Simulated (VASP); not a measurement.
Input of a VASP 6.6.1 run:

Contents of INCAR:

```
SYSTEM = Ga3P4
ALGO = Normal ; EDIFF = 1E-6
EDIFFG = -0.025 ; ENCUT = 520
GGA = PE ; IBRION = 2
ISIF = 2 ; ISMEAR = 0
ISPIN = 2 ; LASPH = .TRUE.
LCHARG = .FALSE. ; LORBIT = 11
LREAL = .FALSE. ; LWAVE = .FALSE.
MAGMOM = 0 0 0 0.5 0.5 0.5 0.5 ; NELECT = 60.0
NELM = 150 ; NSW = 65
PREC = Accurate ; SIGMA = 0.01
```

KPOINTS

```
k-points
0
G
  3 3 3
  0 0 0
```

Contents of POSCAR:

```
Ga3P4
1.0
    0.0000000000     -5.5051169748      0.0000000000
    0.0000000000      0.0000000000      5.5051169748
   -5.5051169748      0.0000000000      0.0000000000
Ga P
3 4
Direct
    0.5000000000      0.5000000000      1.0000000000
    0.0000000000      0.0000000000      0.0000000000
    0.5000000000      0.0000000000      0.5000000000
    0.2482282955      0.2517717045      0.2517717045
    0.7517717045      0.2517717045      0.7482282955
    0.2482282955      0.7482282955      0.7482282955
    0.7517717045      0.7482282955      0.2517717045
```

Potentials or basis: VASP PAW PBE potentials, release 64 (Ga_d, P).

Launch:

```console
$ cat potpaw_PBE.64/Ga_d/POTCAR potpaw_PBE.64/P/POTCAR > POTCAR
$ mpirun -np 1 vasp_std > vasp.out
```

Problem. Estimate the site moments.

Solution. Ga +0.01; P +0.11 μB.

Problem. What does it give for the net moment?

Solution. 0.89 μB per cell.

Problem. Predict the energy gained by relaxing.

Solution. 4.0 meV/atom.

Final structure:
```xyz
7
Lattice="0.0000 -5.5051 0.0000 0.0000 0.0000 5.5051 -5.5051 0.0000 0.0000" Properties=species:S:1:pos:R:3 pbc="T T T"
Ga    0.0000   -2.7526    2.7526
Ga    0.0000    0.0000    0.0000
Ga   -2.7526   -2.7526    0.0000
P    -1.4154   -1.3371    1.4154
P    -4.0897   -4.1680    1.4154
P    -4.0897   -1.3371    4.0897
P    -1.4154   -4.1680    4.0897
```

Caveat: the k points lie up to 0.38 Å⁻¹ apart; the cell carries a net charge on a neutralising background, which shifts energy and pressure; the cell differs from its parent crystal (atoms taken out).
